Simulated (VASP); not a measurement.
Al, 1 atom in the cell. It takes space group Pm-3m (No. 221, cubic). Conventional cell: a = 2.758 Å, b = 2.758 Å, c = 2.758 Å, α = 90.00°, β = 90.00°, γ = 90.00°. Al (site symmetry m-3m) has 6 Al at 2.76 Å within 3.6 Å. 

| Quantity | Value |
| --- | --- |
| Program | VASP 6.6.1 |
| Task | single point |
| Functional | PBE |
| Potentials or basis | VASP PAW PBE potentials, release 64 (Al) |
| Cutoff | 500 eV |
| k mesh | 20 × 20 × 20 |
| Occupations | fermi-dirac, width 0.0612256 eV |
| Spin | no spin polarisation |
| Dipole correction | no |
| Further INCAR settings | ALGO = Normal; EDIFF = 1e-06; NBANDS = 8 |

Potentials or basis: VASP PAW PBE potentials, release 64 (Al).

Run with:

```sh
$ cat potpaw_PBE.64/Al/POTCAR > POTCAR
$ mpirun -np 1 vasp_std > vasp.out
```

Hardware: 1 thread of Intel(R) Xeon(R) Platinum 8259CL CPU @ 2.50GHz (Skylake/Cascade Lake), with other jobs on the host.

Problem. Estimate the wall time of this run.

Solution. Run time: 15 s on 1 thread of Intel(R) Xeon(R) Platinum 8259CL CPU @ 2.50GHz (Skylake/Cascade Lake) (shared host), peak memory 0.14 GiB. Counts: scf iterations 9, k points 286.
